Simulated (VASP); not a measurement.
# O (Pm-3m) in VASP: single point with LDA

Aim: the single point of O with LDA.

Program: VASP 6.6.1. These are calculated values, not measurements. Logs are shortened: lines on timing, memory, paths and dates and some standing lists are left out, and cuts for length are marked.

### 1 The cell of the first run

The structure is cubic, space group Pm-3m (No. 221). Conventional cell: a = 1.941 Å, b = 1.941 Å, c = 1.941 Å, α = 90.00°, β = 90.00°, γ = 90.00°. Within 2.6 Å of O (site symmetry m-3m) lie 6 O at 1.94 Å.

### 2 Single point, LDA

INCAR

```
ALGO     = Normal         # electronic algorithm
EDIFF    = 1E-6           # SCF threshold, eV
ENCUT    = 520            # plane-wave cutoff, eV
ISIF     = 2              # what is computed and relaxed
ISMEAR   = -1             # smearing method
LASPH    = T              # aspherical terms in the spheres
LCHARG   = F              # write CHGCAR
LREAL    = F              # projectors in reciprocal space
LWAVE    = F              # write WAVECAR
NBANDS   = 9              # bands
NELM     = 80             # most SCF steps
PREC     = Accurate       # precision mode
SIGMA    = 0.13605693000000002 # smearing width, eV
```

KPOINTS

```
k-points
0
Gamma
  17 17 17
```

POSCAR

```
O
1.0
    1.9411167269      0.0000000000      0.0000000000
    0.0000000000      1.9411167269      0.0000000000
    0.0000000000      0.0000000000      1.9411167269
O
1
Direct
    0.0000000000      0.0000000000      0.0000000000
```

Potentials or basis: VASP PAW LDA potentials, release 64 (O).

Command:

```sh
> cat potpaw_LDA.64/O/POTCAR > POTCAR
> mpirun -np 1 vasp_std > vasp.out
```

OUTCAR:

```text
EDIFF = 1E-6
   ENCUT = 520
   ISIF = 2
   ISMEAR = -1
   LASPH = T
   LREAL = F
   NELM = 80
   PREC = Accurate

 ion  position               nearest neighbor table
   1  0.000  0.000  0.000-

  LATTYP: Found a simple cubic cell.
 ALAT       =     1.9411167269

  Lattice vectors:

 A1 = (   1.9411167269,   0.0000000000,   0.0000000000)
 A2 = (   0.0000000000,   1.9411167269,   0.0000000000)
 A3 = (   0.0000000000,   0.0000000000,   1.9411167269)

Analysis of symmetry for initial positions (statically):
=====================================================================
 Subroutine PRICEL returns:
 Original cell was already a primitive cell.

 Routine SETGRP: Setting up the symmetry group for a
 simple cubic supercell.

 Subroutine GETGRP returns: Found 48 space group operations
 (whereof 48 operations were pure point group operations)
 out of a pool of 48 trial point group operations.

The static configuration has the point symmetry O_h .

Analysis of symmetry for dynamics (positions and initial velocities):
=====================================================================
 Subroutine PRICEL returns:
 Original cell was already a primitive cell.

 Routine SETGRP: Setting up the symmetry group for a
 simple cubic supercell.

 Subroutine GETGRP returns: Found 48 space group operations
 (whereof 48 operations were pure point group operations)
 out of a pool of 48 trial point group operations.

The dynamic configuration has the point symmetry O_h .

 Subroutine INISYM returns: Found 48 space group operations
 (whereof 48 operations are pure point group operations),
 and found     1 'primitive' translations

----------------------------------------------------------------------------------------

                                     Primitive cell

  volume of cell :       7.3140

  direct lattice vectors                    reciprocal lattice vectors
     1.941116727  0.000000000  0.000000000     0.515167370  0.000000000  0.000000000
     0.000000000  1.941116727  0.000000000     0.000000000  0.515167370  0.000000000
     0.000000000  0.000000000  1.941116727     0.000000000  0.000000000  0.515167370

  length of vectors
     1.941116727  1.941116727  1.941116727     0.515167370  0.515167370  0.515167370

  position of ions in fractional coordinates (direct lattice)
     0.000000000  0.000000000  0.000000000

  ion indices of the primitive-cell ions
   primitive index   ion index
                 1           1

----------------------------------------------------------------------------------------

 KPOINTS: k-points

Automatic generation of k-mesh.
 Grid dimensions read from file:
 generate k-points for:   17   17   17

 Generating k-lattice:

  Cartesian coordinates                     Fractional coordinates (reciprocal lattice)
     0.030303963  0.000000000  0.000000000     0.058823529  0.000000000  0.000000000
     0.000000000  0.030303963  0.000000000     0.000000000  0.058823529  0.000000000
     0.000000000  0.000000000  0.030303963     0.000000000  0.000000000  0.058823529

  Length of vectors
     0.030303963  0.030303963  0.030303963

  Shift w.r.t. Gamma in fractional coordinates (k-lattice)
     0.000000000  0.000000000  0.000000000

 Subroutine IBZKPT returns following result:
 ===========================================

 Found    165 irreducible k-points:

 Following reciprocal coordinates:
            Coordinates               Weight
  0.000000  0.000000  0.000000      1.000000
  0.058824  0.000000  0.000000      6.000000
  0.117647  0.000000  0.000000      6.000000
  0.176471  0.000000  0.000000      6.000000
  0.235294  0.000000  0.000000      6.000000
  0.294118  0.000000  0.000000      6.000000
[... 16 lines left out ...]
  0.411765  0.117647  0.000000     24.000000
  0.470588  0.117647  0.000000     24.000000
 [... further k-points ...]
   k-points           NKPTS =    165   k-points in BZ     NKDIM =    165   number of bands    NBANDS=      9
   number of dos      NEDOS =    301   number of ions     NIONS =      1
   total plane-waves  NPLWV =   2744
   dimension x,y,z NGX =    14 NGY =   14 NGZ =   14
   dimension x,y,z NGXF=    28 NGYF=   28 NGZF=   28
   ions per type =               1
   NGX,Y,Z   is equivalent  to a cutoff of  11.99, 11.99, 11.99 a.u.
   NGXF,Y,Z  is equivalent  to a cutoff of  23.98, 23.98, 23.98 a.u.
 SYSTEM =  unknown system
   PREC   = accura    normal or accurate (medium, high low for compatibility)
   ISTART =      0    job   : 0-new  1-cont  2-samecut
   ICHARG =      2    charge: 1-file 2-atom 10-const
   ISPIN  =      1    spin polarized calculation?
   LNONCOLLINEAR =      F non collinear calculations
   LSORBIT =      F    spin-orbit coupling
   LASPH  =      T    aspherical Exc in radial PAW
   ENCUT  =  520.0 eV  38.22 Ry    6.18 a.u.   3.61  3.61  3.61*2*pi/ulx,y,z
   NELM   =     80;   NELMIN=  2; NELMDL= -5     # of ELM steps
   EDIFF  = 0.1E-05   stopping-criterion for ELM
   LREAL  =      F    real-space projection
   EDIFFG = 0.1E-04   stopping-criterion for IOM
   NSW    =      0    number of steps for IOM
   IBRION =     -1    ionic relax: 0-MD 1-quasi-New 2-CG
   NFREE  =      0    steps in history (QN), initial steepest desc. (CG)
   ISIF   =      2    stress and relaxation
   ISYM   =      2    0-nonsym 1-usesym 2-fastsym
   POTIM  = 0.5000    time-step for ionic-motion
   TEBEG  =    0.0;   TEEND  =   0.0 temperature during run
   PSTRESS=    0.0 pullay stress
   NELECT =       6.0000    total number of electrons
   NUPDOWN=      -1.0000    fix difference up-down
   EMIN   =  10.00;   EMAX   =-10.00  energy-range for DOS
   EFERMI =   0.00;   METHOD = LEGACY
   ISMEAR =    -1;   SIGMA  =   0.14  broadening in eV -4-tet -1-fermi 0-gaus
   EFERMI_NEDOS =   21; number of points for ismear=-14 and -15
   IALGO  =     38    algorithm
   IMIX   =      4    mixing-type and parameters
     AMIX     =   0.40;   BMIX     =  1.00
     AMIX_MAG =   1.60;   BMIX_MAG =  1.00
  volume/ion in A,a.u.               =       7.31        49.36
  Fermi-wavevector in a.u.,A,eV,Ry     =   1.532523  2.896048 31.954996  2.348626
  Thomas-Fermi vector in A             =   2.639717
   LORBIT       =      0    0 simple, 1 ext, 2 COOP (PROOUT), +10 PAW based schemes
   GGA     = CA    functional components
   LHFCALC =     F    Hartree Fock is set to
   AEXX    =    0.0000 exact exchange contribution
   IVDW    =     0    specifies the selected vdW correction
   LEPSILON=     F    determine dielectric tensor
   LRPA    =     F    only Hartree local field effects (RPA)
 non-spin polarized calculation
  energy-cutoff  :      520.00
  volume of cell :        7.31
 maximum number of plane-waves:       205
   NGX =  7   NGY =  7   NGZ =  7

 number of electron       6.0000003 magnetization

 Free energy of the ion-electron system (eV)
  ---------------------------------------------------
  ext. energy  EPLUGINS =         0.00000000
  ---------------------------------------------------
  free energy    TOTEN  =        -3.97469661 eV

  energy without entropy =       -3.93867011  energy(sigma->0) =       -3.95668336

 E-fermi :   3.5201     XC(G=0): -12.9726

 val. band max:        3.5128968700   @ k =   0.1176   0.1176   0.1176
 cond. band min:       3.5404616915   @ k =   0.4706   0.4706   0.2353
 fundamental gap:      0.0275648216
 Fermi energy:         3.5200912080

 k-point     1 :       0.0000    0.0000    0.0000
  band No.  band energies     occupation
      1     -19.4981      2.00000
      2       4.6830      0.00039
      3       4.6830      0.00039
      4       4.6830      0.00039
      5      20.1875      0.00000
      6      30.8346      0.00000
      7      30.8346      0.00000
      8      49.4882      0.00000
      9      49.4882      0.00000

 k-point     2 :       0.0588    0.0000    0.0000
  band No.  band energies     occupation
      1     -19.4058      2.00000
      2       4.2815      0.00740
      3       4.7184      0.00030
      4       4.7184      0.00030
      5      20.3421      0.00000
      6      30.9609      0.00000
      7      31.0689      0.00000
      8      49.2287      0.00000
      9      49.2378      0.00000

 k-point     3 :       0.1176    0.0000    0.0000
  band No.  band energies     occupation
      1     -19.1327      2.00000
      2       3.1840      1.84402
      3       4.8205      0.00014
      4       4.8205      0.00014
      5      20.7572      0.00000
      6      31.3370      0.00000
      7      31.6386      0.00000
      8      48.4678      0.00000
      9      48.4678      0.00000

 k-point     4 :       0.1765    0.0000    0.0000
  band No.  band energies     occupation
      1     -18.6890      2.00000
      2       1.6285      2.00000
      3       4.9782      0.00004
      4       4.9782      0.00004
      5      21.3451      0.00000
      6      31.9570      0.00000
      7      32.2052      0.00000
      8      47.3195      0.00000
      9      47.3195      0.00000

 k-point     5 :       0.2353    0.0000    0.0000
  band No.  band energies     occupation
      1     -18.0949      2.00000
      2      -0.1434      2.00000
      3       5.1725      0.00001
      4       5.1725      0.00001
      5      22.0444      0.00000
      6      32.4147      0.00000
      7      32.8068      0.00000
      8      45.9738      0.00000
      9      45.9738      0.00000

 k-point     6 :       0.2941    0.0000    0.0000
  band No.  band energies     occupation
      1     -17.3882      2.00000
      2      -1.9332      2.00000
      3       5.3787      0.00000
      4       5.3787      0.00000
      5      22.8190      0.00000
      6      32.1281      0.00000
      7      33.8580      0.00000
      8      44.6403      0.00000
      9      44.6403      0.00000
[... 169 lines left out ...]
 k-point    21 :       0.2941    0.1176    0.0000
  band No.  band energies     occupation
      1     -17.0400      2.00000
      2      -1.6665      2.00000
      3       4.0874      0.03044
      4       5.5017      0.00000
      5      22.7804      0.00000
      6      32.3257      0.00000
      7      34.2658      0.00000
      8      42.5496      0.00000
      9      44.9654      0.00000

 k-point    22 :       0.3529    0.1176    0.0000
  band No.  band energies     occupation
      1     -16.2947      2.00000
      2      -3.2793      2.00000
      3       4.3419      0.00475
      4       5.6880      0.00000
      5      23.2930      0.00000
      6      31.7412      0.00000
      7      35.2706      0.00000
      8      41.3684      0.00000
      9      43.9317      0.00000

 k-point    23 :       0.4118    0.1176    0.0000
  band No.  band energies     occupation
      1     -15.6226      2.00000
      2      -4.5597      2.00000
      3       4.5401      0.00111
      4       5.8315      0.00000
      5      23.7111      0.00000
      6      31.1525      0.00000
      7      36.4027      0.00000
      8      40.1255      0.00000
      9      43.1639      0.00000

 k-point    24 :       0.4706    0.1176    0.0000
  band No.  band energies     occupation
      1     -15.2025      2.00000
      2      -5.2921      2.00000
      3       4.6490      0.00050
      4       5.9096      0.00000
      5      23.9552      0.00000
      6      30.7924      0.00000
      7      37.6092      0.00000
      8      38.8694      0.00000
      9      42.7571      0.00000

 [... further k-points ...]

------------------------ aborting loop because EDIFF is reached ----------------------------------------

  FORCE on cell =-STRESS in cart. coord.  units (eV):
  Direction    XX          YY          ZZ          XY          YZ          ZX
  --------------------------------------------------------------------------------------
  -------------------------------------------------------------------------------------
  Total        0.0195112      0.0195112      0.0195112      0.0000000     -0.0000000      0.0000000
  in kB        4.2740548      4.2740548      4.2740548      0.0000000     -0.0000000      0.0000000
  external PRESSURE =       4.2740548 kB  Pullay stress =       0.0000000 kB

 VOLUME and BASIS-vectors are now :
 -----------------------------------------------------------------------------
  energy-cutoff  :      520.00
  volume of cell :        7.31
      direct lattice vectors                 reciprocal lattice vectors
     1.941116727  0.000000000  0.000000000     0.515167370  0.000000000  0.000000000
     0.000000000  1.941116727  0.000000000     0.000000000  0.515167370  0.000000000
     0.000000000  0.000000000  1.941116727     0.000000000  0.000000000  0.515167370

 POSITION                                       TOTAL-FORCE (eV/Angst)
 -----------------------------------------------------------------------------------
      0.00000      0.00000      0.00000         0.000000      0.000000      0.000000
 -----------------------------------------------------------------------------------
    total drift:                               -0.000000     -0.000000     -0.000000

  FREE ENERGIE OF THE ION-ELECTRON SYSTEM (eV)
  ---------------------------------------------------
  free  energy   TOTEN  =        -3.9746966114 eV

  energy  without entropy=       -3.9386701108  energy(sigma->0) =       -3.95668336
```

Run time: 3.4 s. Hardware: 1 thread of Intel Xeon Platinum 8259CL at 2.50GHz (Skylake/Cascade Lake), shared host; peak memory 0.11 GiB.

What came out:

- Free energy: -3.9747 eV
- Pressure: 0.4 GPa
- Band gap on the k mesh: zero (band 3 reaches 5.80 eV, above the bottom of band 4 at -0.41 eV)

Levels at points of the mesh, in eV from the Fermi level:
| k point | band 1 | band 2 | band 3 | band 4 | band 5 | band 6 | band 7 |
| --- | --- | --- | --- | --- | --- | --- | --- |
| (0.00, 0.00, 0.00) | -23.02 | 1.16 | 1.16 | 1.16 | 16.67 | 27.31 | 27.31 |
